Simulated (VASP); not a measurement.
# Co2W3 (P-6m2) in VASP: single point with PBE

Aim: the single point of Co2W3 with PBE.

Everything below comes from runs of VASP 6.6.1. Logs are shortened: lines on timing, memory, paths and dates and some standing lists are left out, and cuts for length are marked.

## Step 1: The cell of the first run

The structure is hexagonal, space group P-6m2 (No. 187). Conventional cell: a = 2.739 Å, b = 2.739 Å, c = 21.779 Å, α = 90.00°, β = 90.00°, γ = 120.00°. Within 3.5 Å of Co (site symmetry 3m) lie 6 W at 2.63 Å and 6 Co at 2.74 Å. Co (site symmetry 3m) has 6 W at 2.63 Å and 6 Co at 2.74 Å within 3.5 Å. Within 3.5 Å of W (site symmetry 3m) lie 6 Co at 2.63 Å and 6 W at 2.74 Å. W (site symmetry -6m2) has 6 Co at 2.63 Å and 6 W at 2.74 Å within 3.5 Å. Within 3.5 Å of W (site symmetry 3m) lie 3 Co at 2.63 Å and 9 W at 2.74 to 2.94 Å. Within 3.6 Å of W (site symmetry -6m2) lie 12 W at 2.74 to 2.94 Å.

## Step 2: Single point, PBE, collinear spin, ferromagnetic start

INCAR

```
SYSTEM = Co2W3
  PREC = Accurate
  ENCUT = 520
  EDIFF = 1E-7
  ISMEAR = 0
  SIGMA = 0.1
  LREAL = .False.
  LASPH = .True.
  NELM = 150
  ALGO = Normal
  ISIF = 2
  LWAVE = .False.
  LCHARG = .False.
  ISPIN = 2
  MAGMOM = 3 3 3 3 0 0 0 0 0 0
  LORBIT = 11
  LMAXMIX = 4
  GGA = PE
  NBANDS = 75
```

KPOINTS

```
Automatic mesh
0
Gamma
  6 6 1
  0 0 0
```

POSCAR

```
Co2W3
1.0
    2.7385480128      0.0000000000      0.0000000000
   -1.3692740064      2.3716521486      0.0000000000
    0.0000000000      0.0000000000     21.7790771730
Co W
4 6
Direct
    0.6666666667      0.3333333333      0.9035970544
    0.6666666667      0.3333333333      0.0964029456
    0.6666666667      0.3333333333      0.2894682134
    0.6666666667      0.3333333333      0.7105317866
    0.3333333333      0.6666666667      0.8072065402
    0.3333333333      0.6666666667      0.0000000000
    0.3333333333      0.6666666667      0.1927934598
    0.3333333333      0.6666666667      0.3860269357
    0.3333333333      0.6666666667      0.6139730643
    0.6666666667      0.3333333333      0.5000000000
```

Potentials or basis: VASP PAW PBE potentials, release 64 (Co, W_sv).

On the command line:

```
cat potpaw_PBE.64/Co/POTCAR potpaw_PBE.64/W_sv/POTCAR > POTCAR
mpirun -np 1 vasp_std > vasp.out
```

OUTCAR:

```text
SYSTEM = Co2W3
   PREC = Accurate
   ENCUT = 520
   EDIFF = 1E-7
   ISMEAR = 0
   LREAL = .False.
   LASPH = .True.
   NELM = 150
   ISIF = 2
   ISPIN = 2
   LORBIT = 11
   GGA = PE

 ion  position               nearest neighbor table
   1  0.667  0.333  0.904-   5 2.63   5 2.63   5 2.63   6 2.63   6 2.63   6 2.63
   2  0.667  0.333  0.096-   7 2.63   7 2.63   7 2.63   6 2.63   6 2.63   6 2.63
   3  0.667  0.333  0.289-   8 2.63   8 2.63   8 2.63   7 2.63   7 2.63   7 2.63
   4  0.667  0.333  0.711-   9 2.63   9 2.63   9 2.63   5 2.63   5 2.63   5 2.63
   5  0.333  0.667  0.807-   1 2.63   1 2.63   1 2.63   4 2.63   4 2.63   4 2.63
   6  0.333  0.667  0.000-   1 2.63   2 2.63   1 2.63   2 2.63   1 2.63   2 2.63
   7  0.333  0.667  0.193-   2 2.63   2 2.63   2 2.63   3 2.63   3 2.63   3 2.63
   8  0.333  0.667  0.386-   3 2.63   3 2.63   3 2.63  10 2.94  10 2.94  10 2.94
   9  0.333  0.667  0.614-   4 2.63   4 2.63   4 2.63  10 2.94  10 2.94  10 2.94
  10  0.667  0.333  0.500-   8 2.94   9 2.94   8 2.94   9 2.94   8 2.94   9 2.94

  LATTYP: Found a hexagonal cell.
 ALAT       =     2.7385480128
 C/A-ratio  =     7.9527826685

  Lattice vectors:

 A1 = (   2.7385480128,   0.0000000000,   0.0000000000)
 A2 = (  -1.3692740064,   2.3716521486,   0.0000000000)
 A3 = (   0.0000000000,   0.0000000000,  21.7790771730)

Analysis of symmetry for initial positions (statically):
=====================================================================
 Subroutine PRICEL returns:
 Original cell was already a primitive cell.

 Routine SETGRP: Setting up the symmetry group for a
 hexagonal supercell.

 Subroutine GETGRP returns: Found 12 space group operations
 (whereof 12 operations were pure point group operations)
 out of a pool of 24 trial point group operations.

The static configuration has the point symmetry D_3h.

Analysis of symmetry for dynamics (positions and initial velocities):
=====================================================================
 Subroutine PRICEL returns:
 Original cell was already a primitive cell.

 Routine SETGRP: Setting up the symmetry group for a
 hexagonal supercell.

 Subroutine GETGRP returns: Found 12 space group operations
 (whereof 12 operations were pure point group operations)
 out of a pool of 24 trial point group operations.

The dynamic configuration has the point symmetry D_3h.

Analysis of structural, dynamic, and magnetic symmetry:
=====================================================================
 Subroutine PRICEL returns:
 Original cell was already a primitive cell.

 Routine SETGRP: Setting up the symmetry group for a
 hexagonal supercell.

 Subroutine GETGRP returns: Found 12 space group operations
 (whereof 12 operations were pure point group operations)
 out of a pool of 24 trial point group operations.

The overall configuration has the point symmetry D_3h.

 Subroutine INISYM returns: Found 12 space group operations
 (whereof 12 operations are pure point group operations),
 and found     1 'primitive' translations

----------------------------------------------------------------------------------------

                                     Primitive cell

  volume of cell :     141.4526

  direct lattice vectors                    reciprocal lattice vectors
     2.738548013  0.000000000  0.000000000     0.365157009  0.210823497  0.000000000
    -1.369274006  2.371652149  0.000000000     0.000000000  0.421646994  0.000000000
     0.000000000  0.000000000 21.779077173     0.000000000  0.000000000  0.045915628

  length of vectors
     2.738548013  2.738548013 21.779077173     0.421646994  0.421646994  0.045915628

  position of ions in fractional coordinates (direct lattice)
     0.666666667  0.333333333  0.903597054
     0.666666667  0.333333333  0.096402946
     0.666666667  0.333333333  0.289468213
     0.666666667  0.333333333  0.710531787
     0.333333333  0.666666667  0.807206540
     0.333333333  0.666666667  0.000000000
     0.333333333  0.666666667  0.192793460
     0.333333333  0.666666667  0.386026936
     0.333333333  0.666666667  0.613973064
     0.666666667  0.333333333  0.500000000

  ion indices of the primitive-cell ions
   primitive index   ion index
[... 56 lines left out ...]
   ISTART =      0    job   : 0-new  1-cont  2-samecut
   ICHARG =      2    charge: 1-file 2-atom 10-const
   ISPIN  =      2    spin polarized calculation?
   LNONCOLLINEAR =      F non collinear calculations
   LSORBIT =      F    spin-orbit coupling
   LASPH  =      T    aspherical Exc in radial PAW
   ENCUT  =  520.0 eV  38.22 Ry    6.18 a.u.   5.09  5.09 40.49*2*pi/ulx,y,z
   NELM   =    150;   NELMIN=  2; NELMDL= -5     # of ELM steps
   EDIFF  = 0.1E-06   stopping-criterion for ELM
   LREAL  =      F    real-space projection
   EDIFFG = 0.1E-05   stopping-criterion for IOM
   NSW    =      0    number of steps for IOM
   IBRION =     -1    ionic relax: 0-MD 1-quasi-New 2-CG
   NFREE  =      0    steps in history (QN), initial steepest desc. (CG)
   ISIF   =      2    stress and relaxation
   ISYM   =      2    0-nonsym 1-usesym 2-fastsym
   POTIM  = 0.5000    time-step for ionic-motion
   TEBEG  =    0.0;   TEEND  =   0.0 temperature during run
   PSTRESS=    0.0 pullay stress
   NELECT =     120.0000    total number of electrons
   NUPDOWN=      -1.0000    fix difference up-down
   EMIN   =  10.00;   EMAX   =-10.00  energy-range for DOS
   EFERMI =   0.00;   METHOD = LEGACY
   ISMEAR =     0;   SIGMA  =   0.10  broadening in eV -4-tet -1-fermi 0-gaus
   EFERMI_NEDOS =   21; number of points for ismear=-14 and -15
   IALGO  =     38    algorithm
   IMIX   =      4    mixing-type and parameters
     AMIX     =   0.40;   BMIX     =  1.00
     AMIX_MAG =   1.60;   BMIX_MAG =  1.00
  volume/ion in A,a.u.               =      14.15        95.46
  Fermi-wavevector in a.u.,A,eV,Ry     =   1.549762  2.928625 32.677954  2.401762
  Thomas-Fermi vector in A             =   2.654522
   LORBIT       =     11    0 simple, 1 ext, 2 COOP (PROOUT), +10 PAW based schemes
   GGA     = PE    functional components
   LHFCALC =     F    Hartree Fock is set to
   AEXX    =    0.0000 exact exchange contribution
   IVDW    =     0    specifies the selected vdW correction
   LEPSILON=     F    determine dielectric tensor
   LRPA    =     F    only Hartree local field effects (RPA)
 spin polarized calculation
 Gauss-broadening in eV      SIGMA  =   0.10
  energy-cutoff  :      520.00
  volume of cell :      141.45
 maximum number of plane-waves:      3831
   NGX = 11   NGY = 11   NGZ = 81

 number of electron     120.0000013 magnetization      -0.1037681

 number of electron     120.0000013 magnetization       0.2231808

 Free energy of the ion-electron system (eV)
  ---------------------------------------------------
  ext. energy  EPLUGINS =         0.00000000
  ---------------------------------------------------
  free energy    TOTEN  =      -102.87442301 eV

  energy without entropy =     -102.83266340  energy(sigma->0) =     -102.85354320

 E-fermi :  10.4513     XC(G=0): -13.4219

 val. band max:       10.4489245545   @ k =   0.0000   0.0000   0.0000
 cond. band min:      10.4543953116   @ k =   0.3333   0.3333   0.0000
 fundamental gap:      0.0054707571
 Fermi energy:        10.4512582725

 spin component 1

 k-point     1 :       0.0000    0.0000    0.0000
  band No.  band energies     occupation
      1     -63.3712      1.00000
      2     -63.3519      1.00000
      3     -63.3455      1.00000
      4     -63.3455      1.00000
      5     -63.3246      1.00000
      6     -63.3110      1.00000
[... 514 lines left out ...]
     71      12.7348      0.00000
     72      13.4884      0.00000
 Fermi energy:        10.4512582725

 spin component 2

 k-point     1 :       0.0000    0.0000    0.0000
  band No.  band energies     occupation
      1     -63.3678      1.00000
      2     -63.3547      1.00000
      3     -63.3419      1.00000
      4     -63.3419      1.00000
      5     -63.3216      1.00000
      6     -63.3079      1.00000
[... 514 lines left out ...]
     71      12.7306      0.00000
     72      13.4937      0.00000
 [bands above 72 left out]

------------------------ aborting loop because EDIFF is reached ----------------------------------------

  FORCE on cell =-STRESS in cart. coord.  units (eV):
  Direction    XX          YY          ZZ          XY          YZ          ZX
  --------------------------------------------------------------------------------------
  -------------------------------------------------------------------------------------
  Total        0.5276221      0.5276221      0.0358177      0.0000000      0.0000000      0.0000000
  in kB        5.9761667      5.9761667      0.4056935      0.0000000      0.0000000      0.0000000
  external PRESSURE =       4.1193423 kB  Pullay stress =       0.0000000 kB

 VOLUME and BASIS-vectors are now :
 -----------------------------------------------------------------------------
  energy-cutoff  :      520.00
  volume of cell :      141.45
      direct lattice vectors                 reciprocal lattice vectors
     2.738548013  0.000000000  0.000000000     0.365157009  0.210823497  0.000000000
    -1.369274006  2.371652149  0.000000000     0.000000000  0.421646994  0.000000000
     0.000000000  0.000000000 21.779077173     0.000000000  0.000000000  0.045915628

 POSITION                                       TOTAL-FORCE (eV/Angst)
 -----------------------------------------------------------------------------------
      1.36927      0.79055     19.67951        -0.000000     -0.000000     -0.001975
      1.36927      0.79055      2.09957        -0.000000      0.000000      0.001975
      1.36927      0.79055      6.30435         0.000000     -0.000000     -0.000421
      1.36927      0.79055     15.47473        -0.000000     -0.000000      0.000421
     -0.00000      1.58110     17.58021         0.000000      0.000000      0.006502
     -0.00000      1.58110      0.00000         0.000000      0.000000      0.000000
     -0.00000      1.58110      4.19886         0.000000      0.000000     -0.006502
     -0.00000      1.58110      8.40731        -0.000000      0.000000     -0.029109
     -0.00000      1.58110     13.37177        -0.000000      0.000000      0.029109
      1.36927      0.79055     10.88954        -0.000000      0.000000      0.000000
 -----------------------------------------------------------------------------------
    total drift:                                0.000001     -0.000001      0.000000

  FREE ENERGIE OF THE ION-ELECTRON SYSTEM (eV)
  ---------------------------------------------------
  free  energy   TOTEN  =      -102.8744230071 eV

  energy  without entropy=     -102.8326633975  energy(sigma->0) =     -102.85354320

 total charge

# of ion       s       p       d       tot
------------------------------------------
    1        0.459   0.503   7.305   8.267
    2        0.459   0.503   7.305   8.267
    3        0.458   0.497   7.306   8.261
    4        0.458   0.497   7.306   8.261
    5        2.433   6.317   3.365  12.114
    6        2.432   6.315   3.369  12.116
    7        2.433   6.317   3.365  12.114
    8        2.424   6.321   3.361  12.105
    9        2.424   6.321   3.361  12.105
   10        2.414   6.337   3.332  12.083
--------------------------------------------------
tot         16.393  39.926  49.374 105.693

 magnetization (x)

# of ion       s       p       d       tot
------------------------------------------
    1       -0.001  -0.004   0.267   0.262
    2       -0.001  -0.004   0.267   0.262
    3        0.001   0.004  -0.173  -0.168
    4        0.001   0.004  -0.173  -0.168
    5        0.000   0.001   0.007   0.008
    6       -0.001  -0.003  -0.005  -0.009
    7        0.000   0.001   0.007   0.008
    8        0.000   0.002   0.005   0.008
    9        0.000   0.002   0.005   0.008
   10        0.000   0.000   0.007   0.008
--------------------------------------------------
tot         -0.001   0.003   0.216   0.217
```

It took 6.8 min on 1 thread of AMD EPYC 7R13 (Zen 3), shared host; peak memory 0.33 GiB.

What came out:

```
Free energy                                           : -102.8744 eV
Pressure                                              : 0.4 GPa
Largest force                                         : 0.029 eV/Å
Net moment                                            : 0.22 μB per cell
Site moments                                          : Co +0.26, -0.17 (each value once); W +0.01, -0.01 (each value once) μB
Valence electrons inside the program's atomic spheres : Co 8.27, 8.26 (each value once); W 12.11, 12.12, 12.08 (each value once)
```

Forces on the atoms (eV/Å):
```
Co   0.000  0.000 -0.002
Co   0.000  0.000  0.002
Co   0.000  0.000  0.000
Co   0.000  0.000  0.000
W    0.000  0.000  0.007
W    0.000  0.000  0.000
W    0.000  0.000 -0.007
W    0.000  0.000 -0.029
W    0.000  0.000  0.029
W    0.000  0.000  0.000
```

Levels at points of the mesh, in eV from the Fermi level:
Spin up:
```tsv
k point	band 58	band 59	band 60	band 61	band 62	band 63	band 64	band 65	band 66	band 67
(0.00, 0.00, 0.00)	-0.40	-0.40	-0.38	-0.19	-0.19	-0.13	-0.13	0.00	0.13	0.13
(0.50, 0.00, 0.00)	0.16	0.17	0.37	0.56	1.63	1.69	1.81	1.84	1.89	1.99
```
Spin down:
```
           k point  band 60  band 61  band 62  band 63  band 64  band 65
(0.00, 0.00, 0.00)    -0.38    -0.18    -0.18    -0.13    -0.13     0.01
(0.50, 0.00, 0.00)     0.39     0.55     1.69     1.70     1.82     1.84
```

Caveat: the k points lie up to 0.44 Å⁻¹ apart; spin-orbit coupling is left out, which moves the levels of the heavy elements.
